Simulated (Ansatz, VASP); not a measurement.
One calculation of BN, two programs

```
B N
1.0
     2.50804    0.00000    0.00000
    -1.24671    2.17623    0.00000
    -0.63067   -1.08812    3.02254
B N
1 1
Direct
  0.97964 0.98350 0.00181
  0.66851 0.33238 0.98500
```

Alike in both runs: task single point; functional PBE; dispersion D3(BJ); k mesh 12 × 12 × 12; occupations gaussian, width 0.02 eV; no spin polarisation.

|  | VASP | Ansatz |
| --- | --- | --- |
| version | VASP 6.6.1 | Ansatz 0.2.0 |
| potentials or method | VASP PAW PBE potentials, release 64 (B, N), cutoff 520 eV | scalar-relativistic, plane waves, PAW |
| valence electrons in the cell | 8 | 8 |

```tsv
	VASP	Ansatz	Ansatz less VASP
gap on the k mesh at the Fermi level (eV)	2.81	2.82	+0.009
least direct gap on the mesh (eV)	4.50	4.50	+0.003
pressure (GPa)	1.8	1.8	-0.04
traceless stress, the component that is largest in VASP (GPa)	-7.34	-7.44	-0.100
rms of the force components (eV/Å)	1.572	1.575	+0.0037
```

Atom by atom the forces differ by 0.004 eV/Å (rms over components).
